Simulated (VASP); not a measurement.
# SiC (zincblende type) (F-43m) in VASP: notebook

Runs on SiC (zincblende type). Level: r2SCAN. Tasks: single point, relaxation of cell and atoms.

All numbers are computed with VASP 6.6.1; they aren't measurements. Logs are shortened: lines on timing, memory, paths and dates and some standing lists are left out, and cuts for length are marked.

## (1) The cell of the first run

It takes space group F-43m (No. 216, cubic). Conventional cell: a = 4.356 Å, b = 4.356 Å, c = 4.356 Å, α = 90.00°, β = 90.00°, γ = 90.00°. Si (site symmetry -43m) has 4 C at 1.89 Å within 2.5 Å. Within 2.5 Å of C (site symmetry -43m) lie 4 Si at 1.89 Å.

## (2) Single point, r2SCAN

Contents of POSCAR:

```
SiC
1.0
    0.0000000000      2.1781603393      2.1781603393
    2.1781603393      0.0000000000      2.1781603393
    2.1781603393      2.1781603393      0.0000000000
Si C
1 1
Direct
    0.0000000000      0.0000000000      0.0000000000
    0.2500000000      0.2500000000      0.2500000000
```

Contents of INCAR.step1:

```
PREC = Accurate
ENCUT = 520
ISMEAR = -1
SIGMA = 0.02
LREAL = F
LASPH = T
NELM = 60
NBANDS = 11
GGA = PE
ALGO = Normal
EDIFF = 1E-4
LWAVE = T
LCHARG = F
```

Contents of INCAR.step2:

```
PREC = Accurate
ENCUT = 520
EDIFF = 1E-6
ISMEAR = -1
SIGMA = 0.02
LREAL = F
LASPH = T
NELM = 60
ALGO = Normal
ISIF = 2
LWAVE = F
LCHARG = T
METAGGA = R2SCAN
LMIXTAU = T
LELF = T
LVHAR = T
NBANDS = 11
ISTART = 1
```

Contents of KPOINTS:

```
Automatic mesh
0
Gamma
  13 13 13
```

Potentials or basis: VASP PAW PBE potentials, release 64 (Si, C).

Command:

```console
> cat potpaw_PBE.64/Si/POTCAR potpaw_PBE.64/C/POTCAR > POTCAR
> cp INCAR.step1 INCAR
> mpirun -np 1 vasp_std > vasp.out
> cp INCAR.step2 INCAR
> mpirun -np 1 vasp_std > vasp.out
```

OUTCAR:

```text
PREC = Accurate
   ENCUT = 520
   EDIFF = 1E-6
   ISMEAR = -1
   LREAL = F
   LASPH = T
   NELM = 60
   ISIF = 2
   METAGGA = R2SCAN
   ISTART = 1

 ion  position               nearest neighbor table
   1  0.000  0.000  0.000-   2 1.89   2 1.89   2 1.89   2 1.89
   2  0.250  0.250  0.250-   1 1.89   1 1.89   1 1.89   1 1.89

  LATTYP: Found a face centered cubic cell.
 ALAT       =     4.3563206786

  Lattice vectors:

 A1 = (   0.0000000000,   2.1781603393,   2.1781603393)
 A2 = (   2.1781603393,   0.0000000000,   2.1781603393)
 A3 = (   2.1781603393,   2.1781603393,   0.0000000000)

Analysis of symmetry for initial positions (statically):
=====================================================================
 Subroutine PRICEL returns:
 Original cell was already a primitive cell.

 Routine SETGRP: Setting up the symmetry group for a
 face centered cubic supercell.

 Subroutine GETGRP returns: Found 24 space group operations
 (whereof 24 operations were pure point group operations)
 out of a pool of 48 trial point group operations.

The static configuration has the point symmetry T_d .

Analysis of symmetry for dynamics (positions and initial velocities):
=====================================================================
 Subroutine PRICEL returns:
 Original cell was already a primitive cell.

 Routine SETGRP: Setting up the symmetry group for a
 face centered cubic supercell.

 Subroutine GETGRP returns: Found 24 space group operations
 (whereof 24 operations were pure point group operations)
 out of a pool of 48 trial point group operations.

The dynamic configuration has the point symmetry T_d .

 Subroutine INISYM returns: Found 24 space group operations
 (whereof 24 operations are pure point group operations),
 and found     1 'primitive' translations

----------------------------------------------------------------------------------------

                                     Primitive cell

  volume of cell :      20.6681

  direct lattice vectors                    reciprocal lattice vectors
     0.000000000  2.178160339  2.178160339    -0.229551512  0.229551512  0.229551512
     2.178160339  0.000000000  2.178160339     0.229551512 -0.229551512  0.229551512
     2.178160339  2.178160339  0.000000000     0.229551512  0.229551512 -0.229551512

  length of vectors
[... 87 lines left out ...]
   NFREE  =      0    steps in history (QN), initial steepest desc. (CG)
   ISIF   =      2    stress and relaxation
   ISYM   =      2    0-nonsym 1-usesym 2-fastsym
   POTIM  = 0.5000    time-step for ionic-motion
   TEBEG  =    0.0;   TEEND  =   0.0 temperature during run
   PSTRESS=    0.0 pullay stress
   NELECT =       8.0000    total number of electrons
   NUPDOWN=      -1.0000    fix difference up-down
   EMIN   =  10.00;   EMAX   =-10.00  energy-range for DOS
   EFERMI =   0.00;   METHOD = LEGACY
   ISMEAR =    -1;   SIGMA  =   0.02  broadening in eV -4-tet -1-fermi 0-gaus
   EFERMI_NEDOS =   21; number of points for ismear=-14 and -15
   IALGO  =     38    algorithm
   IMIX   =      4    mixing-type and parameters
     AMIX     =   0.40;   BMIX     =  1.00
     AMIX_MAG =   1.60;   BMIX_MAG =  1.00
  volume/ion in A,a.u.               =      10.33        69.74
  Fermi-wavevector in a.u.,A,eV,Ry     =   1.193086  2.254605 19.367261  1.423454
  Thomas-Fermi vector in A             =   2.329108
   LORBIT       =      0    0 simple, 1 ext, 2 COOP (PROOUT), +10 PAW based schemes
   METAGGA = R2SCAN    functional components
   LHFCALC =     F    Hartree Fock is set to
   AEXX    =    0.0000 exact exchange contribution
   IVDW    =     0    specifies the selected vdW correction
   LEPSILON=     F    determine dielectric tensor
   LRPA    =     F    only Hartree local field effects (RPA)
 non-spin polarized calculation
  energy-cutoff  :      520.00
  volume of cell :       20.67
 maximum number of plane-waves:       568
   NGX = 11   NGY = 11   NGZ = 11

 number of electron       8.0000001 magnetization

 Free energy of the ion-electron system (eV)
  ---------------------------------------------------
  ext. energy  EPLUGINS =         0.00000000
  ---------------------------------------------------
  free energy    TOTEN  =       -19.32707663 eV

  energy without entropy =      -19.32707663  energy(sigma->0) =      -19.32707663

 E-fermi :   8.3809     XC(G=0): -11.9396

 val. band max:        7.9950859842   @ k =   0.0000   0.0000   0.0000
 cond. band min:       9.7927576917   @ k =   0.4615   0.4615   0.0000
 fundamental gap:      1.7976717075
 Fermi energy:         8.3808747809

 k-point     1 :       0.0000    0.0000    0.0000
  band No.  band energies     occupation
      1      -8.1936      2.00000
      2       7.9951      2.00000
      3       7.9951      2.00000
      4       7.9951      2.00000
      5      14.8437      0.00000
      6      15.8526      0.00000
      7      15.8526      0.00000
      8      15.8526      0.00000
      9      23.2108      0.00000
     10      23.2108      0.00000
     11      25.7781      0.00000
[... 309 lines left out ...]
 k-point    24 :       0.4615    0.1538    0.0000
  band No.  band energies     occupation
      1      -4.7925      2.00000
      2       0.3630      2.00000
      3       5.5088      2.00000
      4       6.1898      2.00000
      5      13.4703      0.00000
      6      16.3527      0.00000
      7      17.4498      0.00000
      8      19.0708      0.00000
      9      22.7446      0.00000
     10      26.7212      0.00000
     11      27.0455      0.00000

 [... further k-points ...]

------------------------ aborting loop because EDIFF is reached ----------------------------------------

  FORCE on cell =-STRESS in cart. coord.  units (eV):
  Direction    XX          YY          ZZ          XY          YZ          ZX
  --------------------------------------------------------------------------------------
  -------------------------------------------------------------------------------------
  Total       -0.0219825     -0.0219825     -0.0219825      0.0000000      0.0000000     -0.0000000
  in kB       -1.7040728     -1.7040728     -1.7040728      0.0000000      0.0000000     -0.0000000
  external PRESSURE =      -1.7040728 kB  Pullay stress =       0.0000000 kB

 VOLUME and BASIS-vectors are now :
 -----------------------------------------------------------------------------
  energy-cutoff  :      520.00
  volume of cell :       20.67
      direct lattice vectors                 reciprocal lattice vectors
     0.000000000  2.178160339  2.178160339    -0.229551512  0.229551512  0.229551512
     2.178160339  0.000000000  2.178160339     0.229551512 -0.229551512  0.229551512
     2.178160339  2.178160339  0.000000000     0.229551512  0.229551512 -0.229551512

 POSITION                                       TOTAL-FORCE (eV/Angst)
 -----------------------------------------------------------------------------------
      0.00000      0.00000      0.00000        -0.000000     -0.000000     -0.000000
      1.08908      1.08908      1.08908         0.000000      0.000000      0.000000
 -----------------------------------------------------------------------------------
    total drift:                               -0.000001     -0.000001     -0.000001

  FREE ENERGIE OF THE ION-ELECTRON SYSTEM (eV)
  ---------------------------------------------------
  free  energy   TOTEN  =       -19.3270766275 eV

  energy  without entropy=      -19.3270766275  energy(sigma->0) =      -19.32707663
```

It took 65 s on 1 thread of Intel Xeon 8259CL, shared host; peak memory 0.15 GiB.

What came out:

- Free energy: -19.3271 eV
- Pressure: -0.2 GPa
- Band gap on the k mesh: 1.80 eV (least direct gap 5.10 eV)

Levels at points of the mesh, in eV from the valence-band top:
```
           k point  band 1  band 2  band 3  band 4  band 5  band 6  band 7  band 8
(0.00, 0.00, 0.00)  -16.19    0.00    0.00    0.00    6.85    7.86    7.86    7.86
```

Caveat: the PAW data sets were made with another functional, which shifts forces and pressure a little; an odd mesh through Γ misses points on the zone boundary, where band edges can lie.

## (3) Relaxation of cell and atoms, r2SCAN

This run uses another cell than the first one, of 10.10 Å³/atom.

Contents of POSCAR:

```
SiC
1.0
    0.0000000000      2.1616189057      2.1616189057
    2.1616189057      0.0000000000      2.1616189057
    2.1616189057      2.1616189057      0.0000000000
Si C
1 1
Direct
    0.0000000000      0.0000000000      0.0000000000
    0.2500000000      0.2500000000      0.2500000000
```

Contents of INCAR.step1:

```
PREC = Accurate
ENCUT = 600
ISMEAR = -1
SIGMA = 0.02
LREAL = F
LASPH = T
NELM = 80
GGA = PE
ALGO = Normal
EDIFF = 1E-4
LWAVE = T
LCHARG = F
```

Contents of INCAR.step2:

```
PREC = Accurate
ENCUT = 600
EDIFF = 1E-6
ISMEAR = -1
SIGMA = 0.02
LREAL = F
LASPH = T
NELM = 80
ALGO = Normal
ISIF = 3
LWAVE = F
LCHARG = F
METAGGA = R2SCAN
LMIXTAU = T
IBRION = 2
NSW = 60
EDIFFG = -0.005
ISTART = 1
```

KPOINTS is that of step 2.

Potentials or basis: VASP PAW PBE potentials, release 64 (Si, C).

Command:

```console
> cat potpaw_PBE.64/Si/POTCAR potpaw_PBE.64/C/POTCAR > POTCAR
> cp INCAR.step1 INCAR
> mpirun -np 1 vasp_std > vasp.out
> cp INCAR.step2 INCAR
> mpirun -np 1 vasp_std > vasp.out
```

Wall time 2.4 min (1 thread of Intel Xeon 8259CL, shared host); peak memory 0.15 GiB.

The run converged. Its results:

```
Free energy                           : -19.3285 eV
Relaxed volume                        : 10.32 Å³/atom
Relaxed cell                          : a = 3.079 Å, b = 3.079 Å, c = 3.079 Å, α = 60.00°, β = 60.00°, γ = 60.00°
Space group after relaxing (to 0.1 Å) : F-43m (No. 216)
Energy gained by relaxing             : 3.4 meV/atom
Ionic steps                           : 3
Pressure after relaxing               : 0.0 GPa
Band gap on the k mesh                : 1.80 eV (least direct gap 5.10 eV)
```

The path:
| step | energy change (eV) | largest force (eV/Å) | pressure (GPa) | volume (Å³) |
| --- | --- | --- | --- | --- |
| 1 | 0.0000 | 0.0000 | 5.07 | 20.20 |
| 2 | 0.0019 | 0.0000 | -5.30 | 21.15 |
| 3 | -0.0068 | 0.0000 | -0.02 | 20.64 |

Final structure:
```
Si C
1.0
     0.00000    2.17715    2.17715
     2.17715    0.00000    2.17715
     2.17715    2.17715    0.00000
Si C
1 1
Direct
  0.00000 0.00000 0.00000
  0.25000 0.25000 0.25000
```

Levels at points of the mesh, in eV from the valence-band top:
```csv
k point,band 1,band 2,band 3,band 4,band 5,band 6,band 7,band 8
"(0.00, 0.00, 0.00)",-16.20,0.00,0.00,0.00,6.87,7.87,7.87,7.87
```

Caveat: the PAW data sets were made with another functional, which shifts forces and pressure a little; an odd mesh through Γ misses points on the zone boundary, where band edges can lie.
